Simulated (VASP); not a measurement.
The system is HfOs.

```
Hf Os
1.0
     3.23900    0.00000    0.00000
     0.00000    3.23900    0.00000
     0.00000    0.00000    3.23900
Hf Os
1 1
Direct
  0.00000 0.00000 0.00000
  0.50000 0.50000 0.50000
```

- Program: VASP 6.6.1
- Task: relaxation of cell and atoms
- Functional: LDA
- Potentials or basis: VASP PAW LDA potentials, release 64 (Hf_pv, Os)
- Cutoff: 600 eV
- k mesh: 14 × 14 × 14
- Occupations: fermi-dirac, width 0.08 eV
- Spin: no spin polarisation

At the start: pressure -8.8 GPa; volume 16.99 Å³/atom.

Question: How do energy, volume and symmetry change on relaxing?

Answer: Over 7 steps the energy falls by 17.4 meV/atom and the volume is 16.37 Å³/atom (-3.6 %); space group Pm-3m (No. 221, to 0.05 Å).

The path:
```csv
step,energy change (eV),largest force (eV/Å),pressure (GPa),volume (Å³)
1,0.0000,0.0000,-8.77,33.98
2,0.2531,0.0000,32.10,29.61
3,-0.0348,0.0000,-0.39,32.80
4,-0.0349,0.0000,-0.06,32.75
5,-0.0349,0.0000,0.14,32.73
6,-0.0348,0.0000,-0.29,32.79
7,-0.0349,0.0000,-0.01,32.75
```

Final structure:
```
Hf Os
1.0
     3.19938    0.00000    0.00000
     0.00000    3.19938    0.00000
     0.00000    0.00000    3.19938
Hf Os
1 1
Cartesian
  0.0000 0.0000 0.0000
  1.5997 1.5997 1.5997
```
